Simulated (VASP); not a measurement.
# DyC3 (P4/mmm) in VASP: relaxation of cell and atoms with PBE

Aim: the relaxation of cell and atoms of DyC3 with PBE.

All numbers are computed with VASP 6.6.1; they aren't measurements. Logs are shortened: lines on timing, memory, paths and dates and some standing lists are left out, and cuts for length are marked.

### Step 1. The cell of the first run

Symmetry: P4/mmm, No. 123, tetragonal system. The conventional cell has a = 3.548 Å, b = 3.548 Å, c = 5.436 Å, α = 90.00°, β = 90.00°, γ = 90.00°. Within 3.3 Å of Dy (site symmetry 4/mmm) lie 12 C at 2.51 to 2.92 Å. Within 2.0 Å of C (site symmetry 4mm) lie 1 C at 1.49 Å. C (site symmetry 4/mmm) has 2 C at 1.49 Å within 2.0 Å.

The cell was generated, and may not be a known phase.

### Step 2. Relaxation of cell and atoms, PBE

Contents of INCAR:

```
PREC     = Accurate       # precision mode
ENCUT    = 600            # plane-wave cutoff, eV
EDIFF    = 1E-7           # SCF threshold, eV
ISMEAR   = 0              # smearing method
SIGMA    = 0.2            # smearing width, eV
LREAL    = F              # projectors in reciprocal space
LASPH    = T              # aspherical terms in the spheres
NELM     = 200            # most SCF steps
ALGO     = Normal         # electronic algorithm
ISIF     = 3              # what is computed and relaxed
LWAVE    = F              # write WAVECAR
LCHARG   = F              # write CHGCAR
GGA      = PE             # functional
IBRION   = 2              # ionic algorithm
NSW      = 36             # ionic steps
EDIFFG   = -0.08          # ionic threshold
GGA_COMPAT= F            
NELMIN   = 4            
LMAXMIX  = 6              # l up to which the mixer works
```

Contents of KPOINTS:

```
Automatic mesh
0
Gamma
  6 6 4
```

Contents of POSCAR:

```
DyC3
1.0
    3.5482674400      0.0000000000      0.0000000000
    0.0000000000      3.5482674400      0.0000000000
    0.0000000000      0.0000000000      5.4356191900
Dy C
1 3
Direct
    0.0000000000      0.0000000000      0.5000000000
    0.5000000000      0.5000000000      0.7743437800
    0.5000000000      0.5000000000      0.2256562200
    0.5000000000      0.5000000000      0.5000000000
```

Potentials or basis: VASP PAW PBE potentials, release 64 (Dy_3, C), 4f in core.

Started as:

```bash
$ cat potpaw_PBE.64/Dy_3/POTCAR potpaw_PBE.64/C/POTCAR > POTCAR
$ mpirun -np 1 vasp_std > vasp.out
```

OUTCAR:

```text
PREC = Accurate
   ENCUT = 600
   EDIFF = 1E-7
   ISMEAR = 0
   LREAL = F
   LASPH = T
   NELM = 200
   ISIF = 3
   GGA = PE
   IBRION = 2
   NSW = 36
   EDIFFG = -0.08
   NELMIN = 4

 ion  position               nearest neighbor table
   1  0.000  0.000  0.500-   4 2.51   4 2.51   4 2.51   4 2.51   3 2.92   3 2.92   2 2.92   3 2.92
                             2 2.92   2 2.92   3 2.92   2 2.92
   2  0.500  0.500  0.774-   4 1.49   1 2.92   1 2.92   1 2.92   1 2.92
   3  0.500  0.500  0.226-   4 1.49   1 2.92   1 2.92   1 2.92   1 2.92
   4  0.500  0.500  0.500-   2 1.49   3 1.49   1 2.51   1 2.51   1 2.51   1 2.51

  LATTYP: Found a simple tetragonal cell.
 ALAT       =     3.5482674400
 C/A-ratio  =     1.5319079753

  Lattice vectors:

 A1 = (   3.5482674400,   0.0000000000,   0.0000000000)
 A2 = (   0.0000000000,   3.5482674400,   0.0000000000)
 A3 = (   0.0000000000,   0.0000000000,   5.4356191900)

Analysis of symmetry for initial positions (statically):
=====================================================================
 Subroutine PRICEL returns:
 Original cell was already a primitive cell.

 Routine SETGRP: Setting up the symmetry group for a
 simple tetragonal supercell.

 Subroutine GETGRP returns: Found 16 space group operations
 (whereof 16 operations were pure point group operations)
 out of a pool of 16 trial point group operations.

The static configuration has the point symmetry D_4h.

Analysis of symmetry for dynamics (positions and initial velocities):
=====================================================================
 Subroutine PRICEL returns:
 Original cell was already a primitive cell.

 Routine SETGRP: Setting up the symmetry group for a
 simple tetragonal supercell.

 Subroutine GETGRP returns: Found 16 space group operations
 (whereof 16 operations were pure point group operations)
 out of a pool of 16 trial point group operations.

The dynamic configuration has the point symmetry D_4h.

 Subroutine INISYM returns: Found 16 space group operations
 (whereof 16 operations are pure point group operations),
 and found     1 'primitive' translations

----------------------------------------------------------------------------------------

                                     Primitive cell

  volume of cell :      68.4355

  direct lattice vectors                    reciprocal lattice vectors
     3.548267440  0.000000000  0.000000000     0.281827685  0.000000000  0.000000000
     0.000000000  3.548267440  0.000000000     0.000000000  0.281827685  0.000000000
     0.000000000  0.000000000  5.435619190     0.000000000  0.000000000  0.183971681

  length of vectors
     3.548267440  3.548267440  5.435619190     0.281827685  0.281827685  0.183971681

  position of ions in fractional coordinates (direct lattice)
     0.000000000  0.000000000  0.500000000
     0.500000000  0.500000000  0.774343780
     0.500000000  0.500000000  0.225656220
     0.500000000  0.500000000  0.500000000

  ion indices of the primitive-cell ions
   primitive index   ion index
                 1           1
                 2           2
                 3           3
                 4           4

----------------------------------------------------------------------------------------

 KPOINTS: Automatic mesh

Automatic generation of k-mesh.
 Grid dimensions read from file:
 generate k-points for:    6    6    4

 Generating k-lattice:

  Cartesian coordinates                     Fractional coordinates (reciprocal lattice)
     0.046971281  0.000000000  0.000000000     0.166666667  0.000000000  0.000000000
     0.000000000  0.046971281  0.000000000     0.000000000  0.166666667  0.000000000
     0.000000000  0.000000000  0.045992920     0.000000000  0.000000000  0.250000000

  Length of vectors
     0.046971281  0.046971281  0.045992920

  Shift w.r.t. Gamma in fractional coordinates (k-lattice)
     0.000000000  0.000000000  0.000000000

 Subroutine IBZKPT returns following result:
 ===========================================

 Found     30 irreducible k-points:

 Following reciprocal coordinates:
            Coordinates               Weight
  0.000000  0.000000  0.000000      1.000000
  0.166667  0.000000  0.000000      4.000000
  0.333333  0.000000  0.000000      4.000000
  0.500000  0.000000  0.000000      2.000000
  0.166667  0.166667  0.000000      4.000000
  0.333333  0.166667  0.000000      8.000000
[... 16 lines left out ...]
  0.333333  0.000000  0.500000      4.000000
  0.500000  0.000000  0.500000      2.000000
 [... further k-points ...]
   k-points           NKPTS =     30   k-points in BZ     NKDIM =     30   number of bands    NBANDS=     14
   number of dos      NEDOS =    301   number of ions     NIONS =      4
   total plane-waves  NPLWV =  37632
   dimension x,y,z NGX =    28 NGY =   28 NGZ =   48
   dimension x,y,z NGXF=    56 NGYF=   56 NGZF=   96
   ions per type =               1   3
   NGX,Y,Z   is equivalent  to a cutoff of  13.12, 13.12, 14.68 a.u.
   NGXF,Y,Z  is equivalent  to a cutoff of  26.24, 26.24, 29.36 a.u.
 SYSTEM =  unknown system
   PREC   = accura    normal or accurate (medium, high low for compatibility)
   ISTART =      0    job   : 0-new  1-cont  2-samecut
   ICHARG =      2    charge: 1-file 2-atom 10-const
   ISPIN  =      1    spin polarized calculation?
   LNONCOLLINEAR =      F non collinear calculations
   LSORBIT =      F    spin-orbit coupling
   LASPH  =      T    aspherical Exc in radial PAW
   ENCUT  =  600.0 eV  44.10 Ry    6.64 a.u.   7.09  7.09 10.86*2*pi/ulx,y,z
   NELM   =    200;   NELMIN=  4; NELMDL= -5     # of ELM steps
   EDIFF  = 0.1E-06   stopping-criterion for ELM
   LREAL  =      F    real-space projection
   EDIFFG = -.8E-01   stopping-criterion for IOM
   NSW    =     36    number of steps for IOM
   IBRION =      2    ionic relax: 0-MD 1-quasi-New 2-CG
   NFREE  =      1    steps in history (QN), initial steepest desc. (CG)
   ISIF   =      3    stress and relaxation
   ISYM   =      2    0-nonsym 1-usesym 2-fastsym
   POTIM  = 0.5000    time-step for ionic-motion
   TEBEG  =    0.0;   TEEND  =   0.0 temperature during run
   PSTRESS=    0.0 pullay stress
   NELECT =      21.0000    total number of electrons
   NUPDOWN=      -1.0000    fix difference up-down
   EMIN   =  10.00;   EMAX   =-10.00  energy-range for DOS
   EFERMI =   0.00;   METHOD = LEGACY
   ISMEAR =     0;   SIGMA  =   0.20  broadening in eV -4-tet -1-fermi 0-gaus
   EFERMI_NEDOS =   21; number of points for ismear=-14 and -15
   IALGO  =     38    algorithm
   IMIX   =      4    mixing-type and parameters
     AMIX     =   0.40;   BMIX     =  1.00
     AMIX_MAG =   1.60;   BMIX_MAG =  1.00
  volume/ion in A,a.u.               =      17.11       115.46
  Fermi-wavevector in a.u.,A,eV,Ry     =   1.104216  2.086666 16.589487  1.219293
  Thomas-Fermi vector in A             =   2.240686
   LORBIT       =      0    0 simple, 1 ext, 2 COOP (PROOUT), +10 PAW based schemes
   GGA     = PE    functional components
   LHFCALC =     F    Hartree Fock is set to
   AEXX    =    0.0000 exact exchange contribution
   IVDW    =     0    specifies the selected vdW correction
   LEPSILON=     F    determine dielectric tensor
   LRPA    =     F    only Hartree local field effects (RPA)
 conjugate gradient relaxation of ions
 non-spin polarized calculation
 Gauss-broadening in eV      SIGMA  =   0.20
  energy-cutoff  :      600.00
  volume of cell :       68.44
 maximum number of plane-waves:      2314
   NGX = 15   NGY = 15   NGZ = 21

--------------------------------------- Ionic step        1  -------------------------------------------

 number of electron      21.0000000 magnetization

 Free energy of the ion-electron system (eV)
  ---------------------------------------------------
  ext. energy  EPLUGINS =         0.00000000
  ---------------------------------------------------
  free energy    TOTEN  =       -26.98082677 eV

  energy without entropy =      -26.94041876  energy(sigma->0) =      -26.96062276

------------------------ aborting loop because EDIFF is reached ----------------------------------------

  FORCE on cell =-STRESS in cart. coord.  units (eV):
  Direction    XX          YY          ZZ          XY          YZ          ZX
  --------------------------------------------------------------------------------------
  -------------------------------------------------------------------------------------
  Total       -1.7033514     -1.7033514    -10.8131961      0.0000000      0.0000000     -0.0000000
  in kB      -39.8779771    -39.8779771   -253.1529224      0.0000000      0.0000000     -0.0000000
  external PRESSURE =    -110.9696256 kB  Pullay stress =       0.0000000 kB
[... 25 lines left out ...]
--------------------------------------- Ionic step        2  -------------------------------------------

 number of electron      21.0000003 magnetization

 E-fermi :   2.9948     XC(G=0):  -9.8369

 val. band max:        2.9855941601   @ k =   0.1667   0.0000   0.2500
 cond. band min:       3.0087122861   @ k =   0.5000   0.3333   0.2500
 fundamental gap:      0.0231181260
 Fermi energy:         2.9948413774

 k-point     1 :       0.0000    0.0000    0.0000
  band No.  band energies     occupation
      1     -20.5098      2.00000
      2     -20.5098      2.00000
      3     -20.4031      2.00000
      4     -15.1500      2.00000
      5     -10.7396      2.00000
      6      -3.0868      2.00000
      7      -3.0868      2.00000
      8      -1.9806      2.00000
      9       2.0931      2.00000
     10       2.3273      2.00000
     11       2.7977      1.83664
     12       2.7977      1.83664
     13       5.9174      0.00000
     14       6.7164      0.00000
[... 377 lines left out ...]
      1     -21.3145      2.00000
      2     -20.4015      2.00000
      3     -20.3310      2.00000
      4     -13.9150      2.00000
      5     -10.9692      2.00000
      6      -5.3715      2.00000
      7      -4.4188      2.00000
      8      -0.7843      2.00000
      9       1.4148      2.00000
     10       2.3506      1.99999
     11       3.4676      0.00083
     12       6.0262      0.00000
     13       6.4378      0.00000
     14       6.9572      0.00000

 [... further k-points ...]
[... 5 lines left out ...]
  --------------------------------------------------------------------------------------
  -------------------------------------------------------------------------------------
  Total       -0.8937893     -0.8937893     63.4874856      0.0000000      0.0000000      0.0000000
  in kB      -25.0831087    -25.0831087   1781.6990641      0.0000000      0.0000000      0.0000000
  external PRESSURE =     577.1776156 kB  Pullay stress =       0.0000000 kB
[... 57 lines left out ...]
  FREE ENERGIE OF THE ION-ELECTRON SYSTEM (eV)
  ---------------------------------------------------
  free  energy   TOTEN  =       -27.2411546356 eV

  energy  without entropy=      -27.2006495542  energy(sigma->0) =      -27.22090209

[... ionic steps 4 to 17 ...]

--------------------------------------- Ionic step       18  -------------------------------------------

 number of electron      20.9999999 magnetization

------------------------ aborting loop because EDIFF is reached ----------------------------------------
[... 71 lines left out ...]
--------------------------------------- Ionic step       20  -------------------------------------------

 number of electron      21.0000001 magnetization

 Free energy of the ion-electron system (eV)
  ---------------------------------------------------
  ext. energy  EPLUGINS =         0.00000000
  ---------------------------------------------------
  free energy    TOTEN  =       -28.23372083 eV

  energy without entropy =      -28.18695965  energy(sigma->0) =      -28.21034024

 E-fermi :   0.3798     XC(G=0):  -8.1148

 val. band max:        0.2777733588   @ k =   0.5000   0.1667   0.0000
 cond. band min:       0.3904935640   @ k =   0.1667   0.0000   0.5000
 fundamental gap:      0.1127202053
 Fermi energy:         0.3797672329

 k-point     1 :       0.0000    0.0000    0.0000
  band No.  band energies     occupation
      1     -23.1563      2.00000
      2     -23.1563      2.00000
      3     -23.1461      2.00000
      4     -15.9037      2.00000
      5     -11.8734      2.00000
      6      -3.6399      2.00000
      7      -3.5929      2.00000
      8      -3.5929      2.00000
      9      -1.6147      2.00000
     10      -0.3074      2.00000
     11       0.2075      1.77674
     12       0.2075      1.77674
     13       3.2864      0.00000
     14       4.0982      0.00000
[... 377 lines left out ...]
      1     -23.8048      2.00000
      2     -23.0733      2.00000
      3     -23.0704      2.00000
      4     -14.7817      2.00000
      5     -11.9833      2.00000
      6      -6.5014      2.00000
      7      -5.2059      2.00000
      8      -2.4413      2.00000
      9      -1.5959      2.00000
     10      -0.7254      2.00000
     11       1.2686      0.00000
     12       1.7685      0.00000
     13       3.6588      0.00000
     14       4.4177      0.00000

 [... further k-points ...]
[... 5 lines left out ...]
  --------------------------------------------------------------------------------------
  -------------------------------------------------------------------------------------
  Total       -0.0915299     -0.0915299      0.0139647      0.0000000     -0.0000000     -0.0000000
  in kB       -1.8329854     -1.8329854      0.2796578      0.0000000     -0.0000000     -0.0000000
  external PRESSURE =      -1.1287710 kB  Pullay stress =       0.0000000 kB
[... 19 lines left out ...]
  FREE ENERGIE OF THE ION-ELECTRON SYSTEM (eV)
  ---------------------------------------------------
  free  energy   TOTEN  =       -28.2337208281 eV

  energy  without entropy=      -28.1869596477  energy(sigma->0) =      -28.21034024

 reached required accuracy - stopping structural energy minimisation
```

Wall time 3.5 min (1 thread of Intel Xeon 6975P-C (Granite Rapids), shared host); peak memory 0.22 GiB.

What came out:

* Free energy: -28.2337 eV
* Relaxed volume: 20.00 Å³/atom
* Relaxed cell: a = 3.495 Å, b = 3.495 Å, c = 6.551 Å, α = 90.00°, β = 90.00°, γ = 90.00°
* Space group after relaxing (to 0.1 Å): P4/mmm (No. 123)
* Pressure after relaxing: -0.1 GPa
* Largest force after relaxing: 0.064 eV/Å
* Band gap on the k mesh: zero (an odd number of electrons rules out a gap without spin polarisation)

Forces in eV/Å, atoms in the order of the input:
```
Dy   0.000  0.000  0.000
C    0.000  0.000 -0.064
C    0.000  0.000  0.064
C    0.000  0.000  0.000
```

Stress tensor (GPa, compression positive):
```
-0.18  0.00  0.00
 0.00 -0.18  0.00
 0.00  0.00  0.03
```

Final structure:
```yaml
crystal:
  lattice:
    - [3.49475, 0.00000, 0.00000]
    - [0.00000, 3.49475, 0.00000]
    - [0.00000, 0.00000, 6.55062]
  atoms:
    - { symbol: Dy, position: [0.00000, 0.00000, 0.50000] }
    - { symbol: C, position: [0.50000, 0.50000, 0.70450] }
    - { symbol: C, position: [0.50000, 0.50000, 0.29550] }
    - { symbol: C, position: [0.50000, 0.50000, 0.50000] }
```

Levels at points of the mesh, in eV from the Fermi level:
| k point | band 6 | band 7 | band 8 | band 9 | band 10 | band 11 | band 12 | band 13 | band 14 |
| --- | --- | --- | --- | --- | --- | --- | --- | --- | --- |
| (0.00, 0.00, 0.00) | -4.02 | -3.97 | -3.97 | -1.99 | -0.69 | -0.17 | -0.17 | 2.91 | 3.72 |
| (0.50, 0.00, 0.00) | -6.89 | -5.59 | -3.12 | -1.62 | -0.99 | 0.91 | 1.15 | 3.34 | 4.04 |
| (0.50, 0.50, 0.00) | -4.79 | -4.79 | -2.65 | -2.32 | -2.32 | -1.08 | 3.37 | 4.30 | 4.30 |
| (0.00, 0.00, 0.50) | -3.97 | -3.97 | -3.67 | -2.49 | -0.69 | -0.19 | -0.19 | 2.95 | 3.68 |
| (0.50, 0.00, 0.50) | -6.88 | -5.59 | -2.82 | -1.98 | -1.11 | 0.89 | 1.39 | 3.28 | 4.04 |
| (0.50, 0.50, 0.50) | -4.78 | -4.78 | -2.41 | -2.37 | -2.37 | -1.39 | 3.52 | 4.59 | 4.62 |

Caveat: the volume moved by over 15 % at a fixed basis, so the end points are rough; spin-orbit coupling is left out, which moves the levels of the heavy elements; this functional lacks dispersion, which binds layers or chains, so the pressure and a relaxed spacing across them are unreliable; the 4f electrons are frozen in the core, so they carry no moment and show no levels; an odd number of electrons without spin polarisation forces a metal; a magnetic or distorted state may lie lower; the relaxation stopped at a loose force limit of 0.08 eV/Å, so its end isn't a converged minimum.

The gap in the log of VASP goes by the Fermi energy; the results here count the filled bands.